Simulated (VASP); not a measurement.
Runs of VASP 6.6.1 on Fe. The structure is that of space group Im-3m (No. 229), or close to it. The cells are those of the table. 

```tsv
task	spin	cell	k mesh	cutoff (eV)	smearing	gap on the mesh (eV)	pressure (GPa)	moment (μB)	relaxed volume (Å³/atom)
relaxation of cell and atoms	collinear, ferromagnetic start	relaxed from a = 2.482 Å, angles 109.5°, 1 atom	15 × 15 × 15	600	fermi-dirac 0.05 eV	none	0.1	2.24	(a)
single point	collinear, ferromagnetic start	a = 2.477 Å, angles 109.5°, 1 atom	25 × 25 × 25	520	fermi-dirac 0.05 eV	none	0.1	2.27	-
single point	collinear, ferromagnetic start	a = 2.444 Å, angles 109.5°, 1 atom	25 × 25 × 25	520	fermi-dirac 0.05 eV	none	7.5	2.19	-
relaxation of cell and atoms	off	relaxed from a = 2.482 Å, angles 109.5°, 1 atom	15 × 15 × 15	600	fermi-dirac 0.1 eV	none	0.0	-	(b)
single point	collinear, ferromagnetic start	a = 2.477 Å, angles 109.5°, 1 atom	15 × 15 × 15	520	fermi-dirac 0.05 eV	none	0.1	2.24	-
```

Alike in all rows: level RPBE; potentials or basis VASP PAW PBE potentials, release 64 (Fe).

Estimate the missing entries.

(a) 11.70; (b) 10.75.

Caveats: the PAW data sets were made with another functional, which shifts forces and pressure a little; the cell stands under pressure (at least some runs).

A gap of «none» marks levels without a gap at the run's occupations.
